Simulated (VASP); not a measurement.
Set up this calculation in VASP 6.6.1, as the native input.

| Property | Result |
| --- | --- |
| Task | single point |
| Functional | PBEsol |
| Potentials or basis | VASP PAW PBE potentials, release 64 (Cd, S) |
| Cutoff | 520 eV |
| k mesh | 6 × 6 × 4 |
| Occupations | gaussian, width 0.01 eV |
| Spin | no spin polarisation |
| Dipole correction | no |
| Further INCAR settings | ALGO = Normal; EDIFF = 1e-07; NBANDS = 26 |

The structure of CdS lies in POSCAR:

```
CdS
1.0
    4.1444768527      0.0000000000      0.0000000000
   -2.0722384264      3.5892222399      0.0000000000
    0.0000000000      0.0000000000      6.6782173474
Cd S
2 2
Direct
    0.3333333333      0.6666666667     -0.0018872034
    0.6666666667      0.3333333333      0.4981127966
    0.3333333333      0.6666666667      0.3768872034
    0.6666666667      0.3333333333      0.8768872034
```

This cell differs from its parent crystal: in-plane strain +0.005, then relaxed in part.

One way to write it, as run:

INCAR

```
ALGO = Normal
EDIFF = 1E-7
ENCUT = 520
GGA = PS
ISIF = 2
ISMEAR = 0
LASPH = T
LCHARG = F
LREAL = F
LWAVE = F
NBANDS = 26
NELM = 80
PREC = Accurate
SIGMA = 0.01
```

KPOINTS

```
k-points
0
Gamma
  6 6 4
```

Potentials or basis: VASP PAW PBE potentials, release 64 (Cd, S).

Command:

```sh
$ cat potpaw_PBE.64/Cd/POTCAR potpaw_PBE.64/S/POTCAR > POTCAR
$ mpirun -np 1 vasp_std > vasp.out
```

Results of the run:

```json
{"Pressure": "0.1 GPa", "Band gap on the k mesh": "1.10 eV"}
```

Caveat: the cell differs from its parent crystal (in-plane strain +0.005, then relaxed in part); the PAW data sets were made with another functional, which shifts forces and pressure a little.

It took 60 s on 1 thread of Intel Xeon 8259CL, on a shared host, peak memory 0.23 GiB.
